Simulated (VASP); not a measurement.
A run of VASP 6.6.1:

File INCAR:

```
ALGO = Normal ; EDIFF = 1E-6
ENCUT = 520 ; GGA = CA
ISIF = 2 ; ISMEAR = -1
ISPIN = 2 ; LASPH = True
LCHARG = True ; LELF = True
LMAXMIX = 4 ; LORBIT = 11
LREAL = False ; LVHAR = True
LWAVE = False ; MAGMOM = 0 0 0 0
NBANDS = 31 ; NELM = 150
NUPDOWN = 0.0 ; PREC = Accurate
SIGMA = 0.08
```

File KPOINTS:

```
k-points
0
Gamma
  9 9 9
```

File POSCAR:

```
TaCo3
1.0
    3.6700000000      0.0000000000      0.0000000000
    0.0000000000      3.6700000000      0.0000000000
    0.0000000000      0.0000000000      3.6700000000
Ta Co
1 3
Direct
    0.0000000000      0.0000000000      0.0000000000
    0.0000000000      0.5000000000      0.5000000000
    0.5000000000      0.0000000000      0.5000000000
    0.5000000000      0.5000000000      0.0000000000
```

Potentials or basis: VASP PAW LDA potentials, release 64 (Ta_pv, Co).

Command:

```sh
$ cat potpaw_LDA.64/Ta_pv/POTCAR potpaw_LDA.64/Co/POTCAR > POTCAR
$ mpirun -np 1 vasp_std > vasp.out
```

Hardware: 1 thread of Intel(R) Xeon(R) Platinum 8375C CPU @ 2.90GHz (Ice Lake), on a shared host.

Question: How long does it take, and how much memory?

Answer: Wall time 100 s on 1 thread of Intel(R) Xeon(R) Platinum 8375C CPU @ 2.90GHz (Ice Lake), with other jobs on the host, peak memory 0.2 GiB. Counts: scf iterations 13, k points 35.
